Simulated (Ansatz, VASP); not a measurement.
# One calculation of KCl, two programs

The input POSCAR:

```
KCl
1.0
    0.0000000000      3.5072828304      3.4907986011
    3.5072828304      0.0000000000      3.4907986011
    3.5072828304      3.5072828304      0.0000000000
K Cl
1 1
Direct
    0.0000000000      0.0000000000      0.0000000000
    0.2500000000      0.2500000000      0.2500000000
```

File INCAR.step1:

```
PREC     = Accurate       # precision mode
ENCUT    = 520            # plane-wave cutoff, eV
ISMEAR   = 0              # smearing method
SIGMA    = 0.01           # smearing width, eV
LREAL    = F              # projectors in reciprocal space
LASPH    = T              # aspherical terms in the spheres
NELM     = 100            # most SCF steps
NBANDS   = 15             # bands
GGA      = PE             # functional
ALGO     = Normal         # electronic algorithm
EDIFF    = 1E-4           # SCF threshold, eV
LWAVE    = T              # write WAVECAR
LCHARG   = F              # write CHGCAR
```

File INCAR.step2:

```
PREC     = Accurate       # precision mode
ENCUT    = 520            # plane-wave cutoff, eV
EDIFF    = 1E-6           # SCF threshold, eV
ISMEAR   = 0              # smearing method
SIGMA    = 0.01           # smearing width, eV
LREAL    = F              # projectors in reciprocal space
LASPH    = T              # aspherical terms in the spheres
NELM     = 100            # most SCF steps
ALGO     = Normal         # electronic algorithm
ISIF     = 2              # what is computed and relaxed
LWAVE    = F              # write WAVECAR
LCHARG   = T              # write CHGCAR
METAGGA  = R2SCAN         # meta-GGA
LMIXTAU  = T            
LELF     = T              # ELF
LVHAR    = T            
NBANDS   = 15             # bands
ISTART   = 1
```

KPOINTS

```
regular mesh
0
Gamma
  6 6 6
```

Input for Ansatz:

```yaml
crystal:
  lattice:
    - [0.0, 3.5072828304, 3.4907986011]
    - [3.5072828304, 0.0, 3.4907986011]
    - [3.5072828304, 3.5072828304, 0.0]
  atoms:
    - { symbol: K, position: [0.0, 0.0, 0.0] }
    - { symbol: Cl, position: [0.25, 0.25, 0.25] }
kpoints:
  mp_grid: { grid: [6, 6, 6] }
  band_path:
    path:
      - [0.0, 0.0, 0.0]
      - [-0.5, -0.5, 0.0]
      - [-0.375, -0.375, 0.25]
      - [-0.375, 0.0, 0.375]
      - [0.0, 0.0, 0.5]
      - [-0.5, -0.25, 0.25]
    npoints: 1
hamiltonian:
  xc: r2scan
scf:
  occupations: { method: fixed }
  n_extra_bands: 4
output:
  forces: true
  stress: true
  eigenvalues: true
```

Change from the starting cell: uniaxial_z strain -0.5%.

Alike in both runs: task single point; functional r2SCAN; k mesh 6 × 6 × 6; no spin polarisation.

|  | VASP | Ansatz |
| --- | --- | --- |
| version | VASP 6.6.1 | Ansatz 0.2.0 |
| potentials or method | VASP PAW PBE potentials, release 64 (K_sv, Cl) | plane waves, PAW |
| plane-wave cutoff (eV) | 520 | 500 |
| occupations | gaussian, width 0.01 eV | fixed |
| valence electrons in the cell | 16 | 16 |

```csv
,VASP,Ansatz,Ansatz less VASP
gap on the k mesh at the Fermi level (eV),5.36,5.36,-0.002
pressure (GPa),0.0,0.1,+0.02
```

VASP's potentials were made for PBE, not for r2SCAN.
